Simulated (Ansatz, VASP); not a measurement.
Sn: VASP beside Ansatz

```
Sn
1.0
     3.28163    0.00000    0.00000
    -1.09388    3.09395    0.00000
    -1.09388   -1.54698    2.67944
Sn
1
Direct
  0.00000 0.00000 0.00000
```

Alike in both runs: task single point; functional PBEsol; k mesh 10 × 10 × 10; occupations methfessel-paxton of order 1, width 0.25 eV; no spin polarisation.

|  | VASP | Ansatz |
| --- | --- | --- |
| version | VASP 6.6.1 | Ansatz 0.2.0 |
| potentials or method | VASP PAW PBE potentials, release 64 (Sn_d), cutoff 500 eV | plane waves, PAW |
| valence electrons in the cell | 14 | 14 |

|  | VASP | Ansatz | Ansatz less VASP |
| --- | --- | --- | --- |
| pressure (GPa) | -2.2 | -2.2 | +0.06 |

VASP's potentials were made for PBE, not for PBEsol.
